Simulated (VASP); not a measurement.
Cd4Se:

```xyz
10
Lattice="6.4000 0.0000 0.0000 0.0000 6.4000 0.0000 0.0000 0.0000 5.7500" Properties=species:S:1:pos:R:3 pbc="T T T"
Cd    2.0800    5.2800    4.2838
Cd    1.1200    2.0800    4.2838
Cd    4.3200    1.1200    4.2838
Cd    5.2800    4.3200    4.2838
Cd    4.3200    5.2800    1.4663
Cd    5.2800    2.0800    1.4663
Cd    1.1200    4.3200    1.4663
Cd    2.0800    1.1200    1.4663
Se    0.0000    0.0000    0.0000
Se    3.2000    3.2000    0.0000
```

* Program: VASP 6.6.1
* Task: relaxation of cell and atoms
* Functional: PBE
* Potentials or basis: VASP PAW PBE potentials, release 64 (Cd, Se)
* Cutoff: 600 eV
* k mesh: 3 × 3 × 3
* Occupations: gaussian, width 0.2 eV
* Spin: no spin polarisation

At the start: pressure 5.6 GPa; volume 23.55 Å³/atom.

Q: Where does the relaxation end?

A: Over 16 steps the energy falls by 187.0 meV/atom and the volume is 24.62 Å³/atom (+4.5 %); space group P4/nbm (No. 125, to 0.1 Å) before and after.

Step by step:
| step | energy change (eV) | largest force (eV/Å) | pressure (GPa) | volume (Å³) |
| --- | --- | --- | --- | --- |
| 1 | 0.0000 | 1.3357 | 5.56 | 235.52 |
| 2 | -0.9043 | 0.7076 | -0.53 | 264.47 |
| 3 | -0.9392 | 0.5919 | -1.53 | 272.32 |
| 4 | -1.1708 | 0.5043 | -1.26 | 266.55 |
| 5 | -1.5452 | 0.1510 | 0.43 | 249.68 |
| 6 | -1.6292 | 0.0544 | 0.01 | 251.46 |
| 7 | -1.6193 | 0.4731 | -0.48 | 255.15 |
| 8 | -1.6670 | 0.1873 | -0.28 | 253.13 |
| 9 | -1.6682 | 0.2258 | -0.34 | 253.47 |
| 10 | -1.7342 | 0.2660 | 0.02 | 250.32 |
| 11 | -1.7585 | 0.3379 | 0.46 | 247.21 |
| 12 | -1.8127 | 0.2346 | 0.00 | 248.74 |
| 13 | -1.8459 | 0.0890 | -0.85 | 252.09 |
| 14 | -1.8643 | 0.0835 | 0.31 | 244.40 |
| 15 | -1.8661 | 0.0808 | 0.02 | 246.11 |
| 16 | -1.8704 | 0.0533 | -0.01 | 246.21 |

Final structure:
```
CELL_PARAMETERS angstrom
5.98310 0.00000 0.00000
0.00000 5.98310 0.00000
0.00000 0.00000 6.87783
ATOMIC_POSITIONS crystal
Cd 0.32494 0.82494 0.70281
Cd 0.17506 0.32494 0.70281
Cd 0.67506 0.17506 0.70281
Cd 0.82494 0.67506 0.70281
Cd 0.67506 0.82494 0.29719
Cd 0.82494 0.32494 0.29719
Cd 0.17506 0.67506 0.29719
Cd 0.32494 0.17506 0.29719
Se 0.00000 0.00000 0.00000
Se 0.50000 0.50000 0.00000
```

Caveat: the k points lie up to 0.35 Å⁻¹ apart in the final cell; a cell axis changed by over 15 % at a fixed basis, so the end point is rough; the relaxation stopped at a loose force limit of 0.08 eV/Å, so its end isn't a converged minimum.
